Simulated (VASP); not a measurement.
# Mo (a cell with a defect) in VASP: a series of runs, part 3 of 3

VASP 6.6.1. The steps go on from the part before.

## Step 5: Single point, PBE

Contents of INCAR:

```
PREC = Accurate
ENCUT = 400
EDIFF = 1E-6
ISMEAR = 1
SIGMA = 0.1
LREAL = Auto
LASPH = T
NELM = 120
ALGO = Normal
ISIF = 2
LWAVE = F
LCHARG = F
GGA = PE
NBANDS = 238
GGA_COMPAT = F
```

Contents of KPOINTS:

```
Automatic mesh
0
Gamma
  1 1 1
```

Contents of POSCAR:

```
Mo
1.0
    0.0000000000      6.3226243300      6.3226243300
    6.3226243300      0.0000000000      6.3226243300
    6.3226243300      6.3226243300      0.0000000000
Mo
31
Direct
   -0.0011728516     -0.0010730513     -0.0009077718
    0.1247691558      0.1246793197      0.1249977001
    0.2513355874      0.2514113471      0.2516003509
    0.4980300640      0.4981493183      0.4983334191
   -0.0011237422     -0.0011422472      0.5025446451
    0.1257027871      0.1258035364      0.6239487425
    0.2513816126      0.2513928421      0.7450196713
    0.3746318580      0.3747632907      0.8750259720
   -0.0011902494      0.5022494354     -0.0008734506
    0.1256932974      0.6236608873      0.1261166975
    0.2513189013      0.7447522981      0.2516186186
    0.3747242247      0.8746716887      0.3750797732
    0.0045923968      0.4980466711      0.4983822912
    0.1257696897      0.6236384283      0.6238831052
    0.2470826066      0.7505562963      0.7508966613
    0.3746618297      0.8747005533      0.8749820820
    0.5022432671     -0.0011733261     -0.0008383386
    0.6236248264      0.1257620979      0.1260230655
    0.7447162372      0.2513638194      0.2516842559
    0.8746609337      0.3746873729      0.3750048044
    0.4980136152      0.0046022029      0.4983394293
    0.6235693114      0.1257799702      0.6239846453
    0.7505104293      0.2471003208      0.7508455749
    0.8746956503      0.3746801765      0.8750466122
    0.4980637526      0.4980969666      0.0049022365
    0.6235723165      0.6236774944      0.1260924987
    0.7505778854      0.7505704518      0.2474205201
    0.8746599057      0.8747536958      0.3750047253
    0.6247154336      0.6246564391      0.6250187887
    0.7505466484      0.7506083317      0.7508055599
    0.8747353490      0.8746425078      0.8749792351
```

Potentials or basis: VASP PAW PBE potentials, release 64 (Mo_sv).

Launch:

```sh
cat potpaw_PBE.64/Mo_sv/POTCAR > POTCAR
mpirun -np 1 vasp_gam > vasp.out
```

OUTCAR:

```text
PREC = Accurate
   ENCUT = 400
   EDIFF = 1E-6
   ISMEAR = 1
   LREAL = Auto
   LASPH = T
   NELM = 120
   ISIF = 2
   GGA = PE

 ion  position               nearest neighbor table
   1  0.999  0.999  0.999-  31 2.72   6 2.74  18 2.74  10 2.74  24 2.74  16 2.74  28 2.74   2 2.76
                            23 3.14  15 3.14  27 3.14  11 3.19   7 3.19  19 3.19
   2  0.125  0.125  0.125-  17 2.76   5 2.76   9 2.76   1 2.76   3 2.77  11 2.77   7 2.77  19 2.77
                             8 3.16  16 3.16  20 3.16  24 3.16  28 3.16  12 3.16
   3  0.251  0.251  0.252-  10 2.72  18 2.72   6 2.72   8 2.75  20 2.75  12 2.75   2 2.77  25 3.12
                            21 3.12  13 3.12   9 3.19   5 3.19  17 3.19
   4  0.498  0.498  0.498-  26 2.72  14 2.72  22 2.72  12 2.75  20 2.75   8 2.75  29 2.77   7 3.12
                            11 3.12  19 3.12  27 3.19  15 3.19  23 3.19
   5  0.999  0.999  0.503-  31 2.72   6 2.74  14 2.74  22 2.74  20 2.74  12 2.74  28 2.74   2 2.76
                            23 3.14  15 3.14  30 3.14   3 3.19  19 3.19  11 3.19
   6  0.126  0.126  0.624-  13 2.72  21 2.72   7 2.72   3 2.72   1 2.74   5 2.74  23 2.74  15 2.74
                            24 3.16  20 3.16  16 3.16  12 3.16  31 3.17
   7  0.251  0.251  0.745-  22 2.72  14 2.72   6 2.72   8 2.75  24 2.75  16 2.75   2 2.77   4 3.12
                            13 3.12  21 3.12   9 3.19  17 3.19   1 3.19
   8  0.375  0.375  0.875-  15 2.74   9 2.74  23 2.74  17 2.74   3 2.75   7 2.75  25 2.75   4 2.75
                             2 3.16  29 3.16  10 3.16  18 3.16  14 3.16  22 3.16
   9  0.999  0.502  0.999-  31 2.72  26 2.74  14 2.74  10 2.74  24 2.74   8 2.74  20 2.74   2 2.76
[... 31 lines left out ...]
  25  0.498  0.498  0.005-  26 2.72  18 2.72  10 2.72  16 2.75  24 2.75   8 2.75  29 2.77  11 3.12
                             3 3.12  19 3.12  15 3.19  30 3.19  23 3.19
  26  0.624  0.624  0.126-   4 2.72  11 2.72  25 2.72  19 2.72  17 2.74  27 2.74   9 2.74  30 2.74
                            12 3.16  20 3.16  16 3.16  24 3.16  31 3.17
  27  0.751  0.751  0.247-  31 2.72  10 2.74  18 2.74  26 2.74  28 2.74  12 2.74  20 2.74  29 2.76
                            17 3.14   1 3.14   9 3.14  21 3.19   4 3.19  13 3.19
  28  0.875  0.875  0.375-  30 2.74  27 2.74   5 2.74   1 2.74  19 2.75  21 2.75  11 2.75  13 2.75
                            10 3.16  14 3.16  22 3.16  18 3.16   2 3.16  29 3.16
  29  0.625  0.625  0.625-  23 2.76  30 2.76  27 2.76  15 2.76  13 2.77   4 2.77  25 2.77  21 2.77
                            12 3.16   8 3.16  20 3.16  16 3.16  24 3.16  28 3.16
  30  0.751  0.751  0.751-  31 2.72  22 2.74  14 2.74  26 2.74  28 2.74  16 2.74  24 2.74  29 2.76
                            17 3.14   5 3.14   9 3.14  13 3.19  25 3.19  21 3.19
  31  0.875  0.875  0.875-  15 2.72   9 2.72  30 2.72   5 2.72  27 2.72  23 2.72   1 2.72  17 2.72
                            10 3.17  14 3.17  26 3.17   6 3.17  22 3.17  18 3.17

  LATTYP: Found a face centered cubic cell.
 ALAT       =    12.6452486600

  Lattice vectors:

 A1 = (   0.0000000000,   6.3226243300,   6.3226243300)
 A2 = (   6.3226243300,   0.0000000000,   6.3226243300)
 A3 = (   6.3226243300,   6.3226243300,   0.0000000000)

Analysis of symmetry for initial positions (statically):
=====================================================================
 Subroutine PRICEL returns:
 Original cell was already a primitive cell.

 Routine SETGRP: Setting up the symmetry group for a
 face centered cubic supercell.

 Subroutine GETGRP returns: Found  1 space group operations
 (whereof  1 operations were pure point group operations)
 out of a pool of 48 trial point group operations.

The static configuration has the point symmetry C_1 .

Analysis of symmetry for dynamics (positions and initial velocities):
=====================================================================
 Subroutine PRICEL returns:
 Original cell was already a primitive cell.

 Routine SETGRP: Setting up the symmetry group for a
 face centered cubic supercell.

[... 130 lines left out ...]
   ISTART =      0    job   : 0-new  1-cont  2-samecut
   ICHARG =      2    charge: 1-file 2-atom 10-const
   ISPIN  =      1    spin polarized calculation?
   LNONCOLLINEAR =      F non collinear calculations
   LSORBIT =      F    spin-orbit coupling
   LASPH  =      T    aspherical Exc in radial PAW
   ENCUT  =  400.0 eV  29.40 Ry    5.42 a.u.  14.58 14.58 14.58*2*pi/ulx,y,z
   NELM   =    120;   NELMIN=  2; NELMDL= -5     # of ELM steps
   EDIFF  = 0.1E-05   stopping-criterion for ELM
   LREAL  =      T    real-space projection
   EDIFFG = 0.1E-04   stopping-criterion for IOM
   NSW    =      0    number of steps for IOM
   IBRION =     -1    ionic relax: 0-MD 1-quasi-New 2-CG
   NFREE  =      0    steps in history (QN), initial steepest desc. (CG)
   ISIF   =      2    stress and relaxation
   ISYM   =      2    0-nonsym 1-usesym 2-fastsym
   POTIM  = 0.5000    time-step for ionic-motion
   TEBEG  =    0.0;   TEEND  =   0.0 temperature during run
   PSTRESS=    0.0 pullay stress
   NELECT =     434.0000    total number of electrons
   NUPDOWN=      -1.0000    fix difference up-down
   EMIN   =  10.00;   EMAX   =-10.00  energy-range for DOS
   EFERMI =   0.00;   METHOD = LEGACY
   ISMEAR =     1;   SIGMA  =   0.10  broadening in eV -4-tet -1-fermi 0-gaus
   EFERMI_NEDOS =   21; number of points for ismear=-14 and -15
   IALGO  =     38    algorithm
   IMIX   =      4    mixing-type and parameters
     AMIX     =   0.40;   BMIX     =  1.00
     AMIX_MAG =   1.60;   BMIX_MAG =  1.00
  volume/ion in A,a.u.               =      16.31       110.04
  Fermi-wavevector in a.u.,A,eV,Ry     =   1.555956  2.940331 32.939700  2.421000
  Thomas-Fermi vector in A             =   2.659822
   LORBIT       =      0    0 simple, 1 ext, 2 COOP (PROOUT), +10 PAW based schemes
   GGA     = PE    functional components
   LHFCALC =     F    Hartree Fock is set to
   AEXX    =    0.0000 exact exchange contribution
   IVDW    =     0    specifies the selected vdW correction
   LEPSILON=     F    determine dielectric tensor
   LRPA    =     F    only Hartree local field effects (RPA)
 non-spin polarized calculation
 Methfessel and Paxton  Order N= 1 SIGMA  =   0.10
  energy-cutoff  :      400.00
  volume of cell :      505.50
 maximum number of plane-waves:      4629
 NGX is ok and might be reduce to    60
   NGX = 29   NGY = 29   NGZ = 29

 number of electron     433.9999915 magnetization

 Free energy of the ion-electron system (eV)
  ---------------------------------------------------
  ext. energy  EPLUGINS =         0.00000000
  ---------------------------------------------------
  free energy    TOTEN  =      -350.03337647 eV

  energy without entropy =     -350.08742095  energy(sigma->0) =     -350.05139129

 E-fermi :  11.5464     XC(G=0): -13.0918

 val. band max:       11.4804326313   @ k =   0.0000   0.0000   0.0000
 cond. band min:      12.2381216049   @ k =   0.0000   0.0000   0.0000
 fundamental gap:      0.7576889736
 Fermi energy:        11.5464083998

 k-point     1 :       0.0000    0.0000    0.0000
  band No.  band energies     occupation
      1     -49.2955      2.00000
      2     -49.1989      2.00000
      3     -49.1079      2.00000
      4     -49.1078      2.00000
      5     -49.1077      2.00000
      6     -49.0733      2.00000
[... 221 lines left out ...]
    228      13.5189     -0.00000
    229      13.5193     -0.00000
 [bands above 229 left out]

------------------------ aborting loop because EDIFF is reached ----------------------------------------

  FORCE on cell =-STRESS in cart. coord.  units (eV):
  Direction    XX          YY          ZZ          XY          YZ          ZX
  --------------------------------------------------------------------------------------
  -------------------------------------------------------------------------------------
  Total      -42.8165220    -42.8131937    -42.8122175      0.0023474      0.0003476      0.0001250
  in kB     -135.7062466   -135.6956977   -135.6926036      0.0074400      0.0011018      0.0003962
  external PRESSURE =    -135.6981826 kB  Pullay stress =       0.0000000 kB

 VOLUME and BASIS-vectors are now :
 -----------------------------------------------------------------------------
  energy-cutoff  :      400.00
  volume of cell :      505.50
      direct lattice vectors                 reciprocal lattice vectors
     0.000000000  6.322624330  6.322624330    -0.079081086  0.079081086  0.079081086
     6.322624330  0.000000000  6.322624330     0.079081086 -0.079081086  0.079081086
     6.322624330  6.322624330  0.000000000     0.079081086  0.079081086 -0.079081086

 POSITION                                       TOTAL-FORCE (eV/Angst)
 -----------------------------------------------------------------------------------
     12.63272     12.63209     12.63105         0.002475      0.009265     -0.000450
      1.57861      1.57918      1.57717         0.002228     -0.007915     -0.003772
      3.18035      3.17987      3.17868         0.006331      0.010495      0.003243
      6.30039      6.29963      6.29847        -0.011816     -0.004357     -0.012277
      9.49280      9.49292     12.63092        -0.004529     -0.003339      0.000631
      4.74040      4.73977      1.59018        -0.002455      0.001381     -0.003041
[... 23 lines left out ...]
      9.49288      9.49249      9.49124        -0.005535     -0.000353     -0.008456
     11.06220     11.06279     11.06066         0.006520     -0.006066      0.000466
 -----------------------------------------------------------------------------------
    total drift:                               -0.002736     -0.002649     -0.006168

  FREE ENERGIE OF THE ION-ELECTRON SYSTEM (eV)
  ---------------------------------------------------
  free  energy   TOTEN  =      -350.0333764679 eV

  energy  without entropy=     -350.0874209462  energy(sigma->0) =     -350.05139129
```

It took 7 min on 1 thread of Intel Xeon 8259CL, shared host; peak memory 0.47 GiB.

Results:

```yaml
Free_energy: -350.0334 eV
Pressure: -13.6 GPa
Largest_force: 0.018 eV/Å
Band_gap_on_the_k_mesh: 0.76 eV
```

Forces in eV/Å, atoms in the order of the input:
```
Mo   0.002  0.009  0.000
Mo   0.002 -0.008 -0.004
Mo   0.006  0.010  0.003
Mo  -0.012 -0.004 -0.012
Mo  -0.005 -0.003  0.001
Mo  -0.002  0.001 -0.003
Mo  -0.008 -0.006  0.002
Mo  -0.004  0.001  0.000
Mo  -0.002  0.007 -0.002
Mo  -0.004 -0.009  0.002
Mo  -0.003  0.009 -0.005
Mo  -0.002 -0.012  0.000
Mo  -0.008  0.009  0.008
Mo   0.012  0.001 -0.001
Mo  -0.007  0.006  0.006
Mo   0.003  0.000  0.002
Mo   0.003 -0.002 -0.003
Mo  -0.001  0.002  0.001
Mo   0.004 -0.005 -0.007
Mo   0.002 -0.001  0.002
Mo   0.012 -0.005  0.012
Mo  -0.003  0.003  0.003
Mo   0.007 -0.001  0.008
Mo   0.000 -0.007  0.001
Mo   0.006  0.010 -0.011
Mo  -0.004  0.001  0.009
Mo   0.003  0.005 -0.006
Mo  -0.002 -0.001  0.000
Mo   0.003 -0.004  0.002
Mo  -0.006  0.000 -0.008
Mo   0.007 -0.006  0.000
```

Caveat: the k points lie up to 0.86 Å⁻¹ apart.
